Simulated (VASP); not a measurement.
# Ag (Im-3m) in VASP: settings compared, part 2 of 2

VASP 6.6.1. The steps go on from the part before.

### Step 3. Relaxation of cell and atoms, PBEsol+D3(BJ)

File INCAR:

```
SYSTEM = Ag
  ALGO = Normal
  EDIFF = 1E-6
  EDIFFG = -0.01
  ENCUT = 600
  GGA = PS
  IBRION = 2
  ISIF = 3
  ISMEAR = -1
  IVDW = 12
  LASPH = .TRUE.
  LCHARG = .FALSE.
  LREAL = .FALSE.
  LWAVE = .FALSE.
  NELM = 100
  NSW = 60
  PREC = Accurate
  SIGMA = 0.05
```

File KPOINTS:

```
k-points
0
G
  11 11 11
  0 0 0
```

File POSCAR:

```
Ag
1.0
   -1.6556540000      1.6556540000      1.6556540000
    1.6556540000     -1.6556540000      1.6556540000
    1.6556540000      1.6556540000     -1.6556540000
Ag
1
Direct
    0.0000000000      0.0000000000      0.0000000000
```

Potentials or basis: VASP PAW PBE potentials, release 64 (Ag).

Command:

```
> cat potpaw_PBE.64/Ag/POTCAR > POTCAR
> mpirun -np 1 vasp_std > vasp.out
```

OUTCAR:

```text
SYSTEM = Ag
   EDIFF = 1E-6
   EDIFFG = -0.01
   ENCUT = 600
   GGA = PS
   IBRION = 2
   ISIF = 3
   ISMEAR = -1
   IVDW = 12
   LASPH = .TRUE.
   LREAL = .FALSE.
   NELM = 100
   NSW = 60
   PREC = Accurate
 IVDW          = 12

 ion  position               nearest neighbor table
   1  0.000  0.000  0.000-

  LATTYP: Found a body centered cubic cell.
 ALAT       =     3.3113080000

  Lattice vectors:

 A1 = (  -1.6556540000,   1.6556540000,   1.6556540000)
 A2 = (   1.6556540000,  -1.6556540000,   1.6556540000)
 A3 = (   1.6556540000,   1.6556540000,  -1.6556540000)

Analysis of symmetry for initial positions (statically):
=====================================================================
 Subroutine PRICEL returns:
 Original cell was already a primitive cell.

 Routine SETGRP: Setting up the symmetry group for a
 body centered cubic supercell.

 Subroutine GETGRP returns: Found 48 space group operations
[... 9 lines left out ...]

 Routine SETGRP: Setting up the symmetry group for a
 body centered cubic supercell.

 Subroutine GETGRP returns: Found 48 space group operations
[... 11 lines left out ...]
                                     Primitive cell

  volume of cell :      18.1538

  direct lattice vectors                    reciprocal lattice vectors
    -1.655654000  1.655654000  1.655654000     0.000000000  0.301995465  0.301995465
     1.655654000 -1.655654000  1.655654000     0.301995465  0.000000000  0.301995465
     1.655654000  1.655654000 -1.655654000     0.301995465  0.301995465  0.000000000

  length of vectors
     2.867676848  2.867676848  2.867676848     0.427086083  0.427086083  0.427086083

  position of ions in fractional coordinates (direct lattice)
     0.000000000  0.000000000  0.000000000

  ion indices of the primitive-cell ions
   primitive index   ion index
                 1           1

----------------------------------------------------------------------------------------

 KPOINTS: k-points

Automatic generation of k-mesh.
 Grid dimensions read from file:
 generate k-points for:   11   11   11
[... 76 lines left out ...]
   NUPDOWN=      -1.0000    fix difference up-down
   EMIN   =  10.00;   EMAX   =-10.00  energy-range for DOS
   EFERMI =   0.00;   METHOD = LEGACY
   ISMEAR =    -1;   SIGMA  =   0.05  broadening in eV -4-tet -1-fermi 0-gaus
   EFERMI_NEDOS =   21; number of points for ismear=-14 and -15
   IALGO  =     38    algorithm
   IMIX   =      4    mixing-type and parameters
     AMIX     =   0.40;   BMIX     =  1.00
     AMIX_MAG =   1.60;   BMIX_MAG =  1.00
  volume/ion in A,a.u.               =      18.15       122.51
  Fermi-wavevector in a.u.,A,eV,Ry     =   1.385318  2.617871 26.111022  1.919106
  Thomas-Fermi vector in A             =   2.509739
   LORBIT       =      0    0 simple, 1 ext, 2 COOP (PROOUT), +10 PAW based schemes
   GGA     = PS    functional components
   LHFCALC =     F    Hartree Fock is set to
   AEXX    =    0.0000 exact exchange contribution
   IVDW    =    12    specifies the selected vdW correction
   LEPSILON=     F    determine dielectric tensor
   LRPA    =     F    only Hartree local field effects (RPA)
 conjugate gradient relaxation of ions
 non-spin polarized calculation
  energy-cutoff  :      600.00
  volume of cell :       18.15
 maximum number of plane-waves:       621
   NGX = 11   NGY = 11   NGZ = 11

--------------------------------------- Ionic step        1  -------------------------------------------

 number of electron      11.0000001 magnetization

 Free energy of the ion-electron system (eV)
  ---------------------------------------------------
  ext. energy  EPLUGINS =         0.00000000
  ---------------------------------------------------
  free energy    TOTEN  =        -3.24699455 eV

  energy without entropy =       -3.24352527  energy(sigma->0) =       -3.24525991

------------------------ aborting loop because EDIFF is reached ----------------------------------------

 Edisp (eV)   -0.51139

 E8    (eV) :    -0.3392
[... 30 lines left out ...]
--------------------------------------- Ionic step        2  -------------------------------------------

 number of electron      10.9999998 magnetization

 E-fermi :  10.3720     XC(G=0): -13.2833

 val. band max:       10.3621591138   @ k =  -0.3636   0.4545   0.0909
 cond. band min:      10.4242364429   @ k =  -0.2727   0.4545   0.0909
 fundamental gap:      0.0620773291
 Fermi energy:        10.3719726426

 k-point     1 :       0.0000    0.0000    0.0000
  band No.  band energies     occupation
      1       1.4384      2.00000
      2       4.8902      2.00000
      3       4.8902      2.00000
      4       4.8902      2.00000
      5       6.5917      2.00000
      6       6.5917      2.00000
      7      28.7669      0.00000
      8      28.7669      0.00000
      9      28.7669      0.00000
[... 431 lines left out ...]
--------------------------------------- Ionic step        6  -------------------------------------------

 number of electron      11.0000001 magnetization

 Free energy of the ion-electron system (eV)
  ---------------------------------------------------
  ext. energy  EPLUGINS =         0.00000000
  ---------------------------------------------------
  free energy    TOTEN  =        -3.26909908 eV

  energy without entropy =       -3.26433650  energy(sigma->0) =       -3.26671779

 E-fermi :   9.1090     XC(G=0): -12.7876

 val. band max:        9.1019516467   @ k =  -0.2727   0.4545   0.0909
 cond. band min:       9.1468958612   @ k =  -0.4545   0.4545   0.0909
 fundamental gap:      0.0449442145
 Fermi energy:         9.1089836924

 k-point     1 :       0.0000    0.0000    0.0000
  band No.  band energies     occupation
      1       0.8333      2.00000
      2       3.9985      2.00000
      3       3.9985      2.00000
      4       3.9985      2.00000
      5       5.4935      2.00000
      6       5.4935      2.00000
      7      27.2870      0.00000
      8      27.2870      0.00000
      9      27.2870      0.00000
[... 308 lines left out ...]
  FREE ENERGIE OF THE ION-ELECTRON SYSTEM (eV)
  ---------------------------------------------------
  free  energy   TOTEN  =        -3.8507487339 eV

  energy  without entropy=       -3.8459861545  energy(sigma->0) =       -3.84836744

 reached required accuracy - stopping structural energy minimisation
```

Wall time 15 s (1 thread of Intel Xeon Platinum 8559C (Emerald Rapids), shared host); peak memory 0.16 GiB.

Results:

```
Free energy                            : -3.8507 eV
Relaxed volume                         : 16.02 Å³/atom
Relaxed cell                           : a = 2.751 Å, b = 2.751 Å, c = 2.751 Å, α = 109.47°, β = 109.47°, γ = 109.47°
Space group after relaxing (to 0.05 Å) : Im-3m (No. 229)
Energy gained by relaxing              : 92.4 meV/atom
Ionic steps                            : 6
Pressure after relaxing                : 0.0 GPa
Dispersion energy per atom             : -0.582 eV
```

Step by step:
| step | energy change (eV) | largest force (eV/Å) | pressure (GPa) | volume (Å³) |
| --- | --- | --- | --- | --- |
| 1 | 0.0000 | 0.0000 | -12.10 | 18.15 |
| 2 | -0.0445 | 0.0000 | 13.59 | 14.79 |
| 3 | -0.0924 | 0.0000 | -0.16 | 16.04 |
| 4 | -0.0924 | 0.0000 | 0.17 | 16.00 |
| 5 | -0.0924 | 0.0000 | -0.10 | 16.03 |
| 6 | -0.0924 | 0.0000 | -0.02 | 16.02 |

Final structure:
```yaml
crystal:
  lattice:
    - [-1.58803, 1.58803, 1.58803]
    - [1.58803, -1.58803, 1.58803]
    - [1.58803, 1.58803, -1.58803]
  atoms:
    - { symbol: Ag, position: [0.00000, 0.00000, 0.00000] }
```

Caveat: the PAW data sets were made with another functional, which shifts forces and pressure a little; pairwise dispersion overbinds metals, which lowers pressure and volume.

### Step 4. Relaxation of cell and atoms, PBEsol+D4

File INCAR:

```
PREC = Accurate ; ENCUT = 600
EDIFF = 1E-6 ; ISMEAR = -1
SIGMA = 0.05 ; LREAL = False
LASPH = True ; NELM = 100
ALGO = Normal ; ISIF = 3
LWAVE = False ; LCHARG = False
GGA = PS ; IVDW = 13
IBRION = 2 ; NSW = 60
EDIFFG = -0.01
```

File KPOINTS:

```
regular mesh
0
Gamma
  11 11 11
```

POSCAR is that of step 3.

Potentials or basis: VASP PAW PBE potentials, release 64 (Ag).

Command:

```
> cat potpaw_PBE.64/Ag/POTCAR > POTCAR
> mpirun -np 1 vasp_std > vasp.out
```

OUTCAR:

```text
PREC = Accurate
   ENCUT = 600
   EDIFF = 1E-6
   ISMEAR = -1
   LREAL = False
   LASPH = True
   NELM = 100
   ISIF = 3
   GGA = PS
   IVDW = 13
   IBRION = 2
   NSW = 60
   EDIFFG = -0.01

 ion  position               nearest neighbor table
   1  0.000  0.000  0.000-

  LATTYP: Found a body centered cubic cell.
 ALAT       =     3.3113080000

  Lattice vectors:

 A1 = (  -1.6556540000,   1.6556540000,   1.6556540000)
 A2 = (   1.6556540000,  -1.6556540000,   1.6556540000)
 A3 = (   1.6556540000,   1.6556540000,  -1.6556540000)

Analysis of symmetry for initial positions (statically):
=====================================================================
 Subroutine PRICEL returns:
 Original cell was already a primitive cell.

 Routine SETGRP: Setting up the symmetry group for a
 body centered cubic supercell.
[... 244 lines left out ...]

 Free energy of the ion-electron system (eV)
  ---------------------------------------------------
  ext. energy  EPLUGINS =         0.00000000
  ---------------------------------------------------
  free energy    TOTEN  =        -3.27843031 eV

  energy without entropy =       -3.27388974  energy(sigma->0) =       -3.27616003

 E-fermi :   8.8021     XC(G=0): -12.6618

 val. band max:        8.7815990274   @ k =  -0.2727   0.4545   0.0909
 cond. band min:       8.8634049111   @ k =  -0.4545   0.4545   0.0909
 fundamental gap:      0.0818058838
 Fermi energy:         8.8021087424

 k-point     1 :       0.0000    0.0000    0.0000
  band No.  band energies     occupation
      1       0.6884      2.00000
      2       3.7791      2.00000
      3       3.7791      2.00000
      4       3.7791      2.00000
      5       5.2246      2.00000
      6       5.2246      2.00000
      7      26.9153      0.00000
      8      26.9153      0.00000
      9      26.9153      0.00000
[... 265 lines left out ...]
 k-point    24 :       0.3636    0.1818    0.0909
  band No.  band energies     occupation
      1       2.7830      2.00000
      2       3.1026      2.00000
      3       4.4941      2.00000
      4       5.2793      2.00000
      5       5.4097      2.00000
      6      11.6598      0.00000
      7      13.5223      0.00000
      8      17.9602      0.00000
      9      20.5403      0.00000

 [... further k-points ...]

------------------------ aborting loop because EDIFF is reached ----------------------------------------

  DFT-D4 for vdW energy calculation

  Edisp (eV):   -0.34426
[... 24 lines left out ...]
  FREE ENERGIE OF THE ION-ELECTRON SYSTEM (eV)
  ---------------------------------------------------
  free  energy   TOTEN  =        -3.6226948012 eV

  energy  without entropy=       -3.6181542260  energy(sigma->0) =       -3.62042451

 reached required accuracy - stopping structural energy minimisation
```

Run time: 11 s. Hardware: 1 thread of Intel Xeon Platinum 8559C (Emerald Rapids), shared host; peak memory 0.15 GiB.

Results:

```yaml
Free_energy: -3.6227 eV
Relaxed_volume: 16.35 Å³/atom
Relaxed_cell: a = 2.770 Å, b = 2.770 Å, c = 2.770 Å, α = 109.47°, β = 109.47°, γ = 109.47°
Space_group_after_relaxing_to_0.05_Å: Im-3m (No. 229)
Energy_gained_by_relaxing: 63.6 meV/atom
Ionic_steps: 3
Pressure_after_relaxing: -0.1 GPa
Dispersion_energy_per_atom: -0.344 eV
```

Step by step:
```
step  energy change (eV)  largest force (eV/Å)  pressure (GPa)  volume (Å³)
   1              0.0000                0.0000          -10.04        18.15
   2             -0.0347                0.0000            9.76        15.33
   3             -0.0636                0.0000           -0.08        16.35
```

Final structure:
```
CELL_PARAMETERS angstrom
-1.59902 1.59902 1.59902
1.59902 -1.59902 1.59902
1.59902 1.59902 -1.59902
ATOMIC_POSITIONS crystal
Ag 0.00000 0.00000 0.00000
```

Caveat: the PAW data sets were made with another functional, which shifts forces and pressure a little; pairwise dispersion overbinds metals, which lowers pressure and volume.

### Step 5. Single point, PBE

File INCAR:

```
SYSTEM = Ag
  ALGO = Normal
  EDIFF = 1E-6
  ENCUT = 520
  GGA = PE
  ISIF = 2
  ISMEAR = -1
  LASPH = .TRUE.
  LCHARG = .TRUE.
  LELF = .TRUE.
  LREAL = .FALSE.
  LVHAR = .TRUE.
  LWAVE = .FALSE.
  NBANDS = 12
  NELM = 80
  PREC = Accurate
  SIGMA = 0.02
```

File KPOINTS:

```
k-points
0
G
  4 4 4
  0 0 0
```

POSCAR is that of step 4.

Command:

```
> cat potpaw_PBE.64/Ag/POTCAR > POTCAR
> mpirun -np 1 vasp_std > vasp.out
```

Wall time 3.2 s (1 thread of Intel Xeon Platinum 8259CL at 2.50GHz (Skylake/Cascade Lake), shared host); peak memory 0.13 GiB.

Results (log left out):

```
Free energy : -2.3962 eV
Pressure    : -2.0 GPa
```

Levels at points of the mesh, in eV from the Fermi level:
| k point | band 3 | band 4 | band 5 | band 6 | band 7 | band 8 |
| --- | --- | --- | --- | --- | --- | --- |
| (0.00, 0.00, 0.00) | -4.96 | -4.96 | -3.76 | -3.76 | 17.59 | 17.59 |
| (0.50, 0.00, 0.00) | -3.82 | -3.66 | -2.87 | -0.09 | 3.59 | 12.95 |
| (0.50, 0.50, 0.50) | -3.09 | -3.09 | -3.09 | 6.56 | 6.56 | 6.56 |

Caveat: the k points lie up to 0.67 Å⁻¹ apart.

### Step 6. Summary

| task | level | cell | k mesh | cutoff (eV) | smearing | gap on the mesh (eV) | pressure (GPa) | relaxed volume (Å³/atom) |
| --- | --- | --- | --- | --- | --- | --- | --- | --- |
| relaxation of cell and atoms | PBEsol | relaxed | 11 × 11 × 11 | 600 | fermi-dirac 0.05 eV | none | -0.1 | 16.76 |
| relaxation of cell and atoms | PBEsol+D3(BJ) | relaxed | 11 × 11 × 11 | 600 | fermi-dirac 0.05 eV | none | 0.0 | 16.02 |
| relaxation of cell and atoms | PBEsol+D4 | relaxed | 11 × 11 × 11 | 600 | fermi-dirac 0.05 eV | none | -0.1 | 16.35 |
| single point | PBE | as given | 4 × 4 × 4 | 520 | fermi-dirac 0.02 eV | none | -2.0 | - |

Alike in all rows: potentials or basis VASP PAW PBE potentials, release 64 (Ag); no spin polarisation.

Caveats: some runs use coarse meshes; the PAW data sets were made with another functional, which shifts forces and pressure a little (some runs); pairwise dispersion overbinds metals, which lowers pressure and volume (some runs).

Absolute energies hang on the potentials; compare differences alone.
